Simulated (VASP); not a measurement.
Set up this calculation in VASP 6.6.1, as the native input.

| Quantity | Value |
| --- | --- |
| Task | single point |
| Functional | r2SCAN |
| Potentials or basis | VASP PAW PBE potentials, release 64 (Sn_d, O) |
| Cutoff | 520 eV |
| k mesh | 6 × 6 × 8 |
| Occupations | gaussian, width 0.01 eV |
| Spin | no spin polarisation |
| Dipole correction | no |
| Further INCAR settings | ALGO = Normal; EDIFF = 1e-06; NBANDS = 35 |

SnO2:

```
Sn O
1.0
     4.85579    0.00000    0.00000
     0.00000    4.85579    0.00000
     0.00000    0.00000    3.15966
Sn O
2 4
Direct
  0.00000 0.00000 0.00000
  0.50000 0.50000 0.50000
  0.30621 0.30621 0.00000
  0.19379 0.80621 0.50000
  0.80621 0.19379 0.50000
  0.69379 0.69379 0.00000
```

This cell differs from its parent crystal: epitaxial xy strain +2.0%.

The input as run:

POSCAR

```
SnO2
1.0
    4.8557851990      0.0000000000      0.0000000000
    0.0000000000      4.8557851990      0.0000000000
    0.0000000000      0.0000000000      3.1596563778
Sn O
2 4
Direct
    0.0000000000      0.0000000000      0.0000000000
    0.5000000000      0.5000000000      0.5000000000
    0.3062087924      0.3062087924      0.0000000000
    0.1937912076      0.8062087924      0.5000000000
    0.8062087924      0.1937912076      0.5000000000
    0.6937912076      0.6937912076      0.0000000000
```

INCAR.step1

```
ALGO     = Normal         # electronic algorithm
EDIFF    = 1E-4           # SCF threshold, eV
ENCUT    = 520            # plane-wave cutoff, eV
GGA      = PE             # functional
ISMEAR   = 0              # smearing method
LASPH    = True           # aspherical terms in the spheres
LCHARG   = False          # write CHGCAR
LREAL    = False          # projectors in reciprocal space
LWAVE    = True           # write WAVECAR
NBANDS   = 35             # bands
NELM     = 60             # most SCF steps
PREC     = Accurate       # precision mode
SIGMA    = 0.01           # smearing width, eV
```

INCAR.step2

```
ALGO     = Normal         # electronic algorithm
EDIFF    = 1E-6           # SCF threshold, eV
ENCUT    = 520            # plane-wave cutoff, eV
ISIF     = 2              # what is computed and relaxed
ISMEAR   = 0              # smearing method
ISTART   = 1            
LASPH    = True           # aspherical terms in the spheres
LCHARG   = True           # write CHGCAR
LELF     = True           # ELF
LMIXTAU  = True         
LREAL    = False          # projectors in reciprocal space
LVHAR    = True         
LWAVE    = False          # write WAVECAR
METAGGA  = R2SCAN         # meta-GGA
NBANDS   = 35             # bands
NELM     = 60             # most SCF steps
PREC     = Accurate       # precision mode
SIGMA    = 0.01           # smearing width, eV
```

KPOINTS

```
k-points
0
Gamma
  6 6 8
```

Potentials or basis: VASP PAW PBE potentials, release 64 (Sn_d, O).

Launch:

```sh
$ cat potpaw_PBE.64/Sn_d/POTCAR potpaw_PBE.64/O/POTCAR > POTCAR
$ cp INCAR.step1 INCAR
$ mpirun -np 1 vasp_std > vasp.out
$ cp INCAR.step2 INCAR
$ mpirun -np 1 vasp_std > vasp.out
```

It gave:

```json
{
 "Pressure": "-3.0 GPa",
 "Largest force": "0.046 eV/Å",
 "Band gap on the k mesh": "1.60 eV"
}
```

Caveat: the cell differs from its parent crystal (epitaxial xy strain +2.0%); the cell stands under tension; the PAW data sets were made with another functional, which shifts forces and pressure a little; spin-orbit coupling is left out, which moves the levels of the heavy elements.

Wall time 6 min on 1 thread of Intel Xeon 8259CL (shared host), peak memory 0.24 GiB.
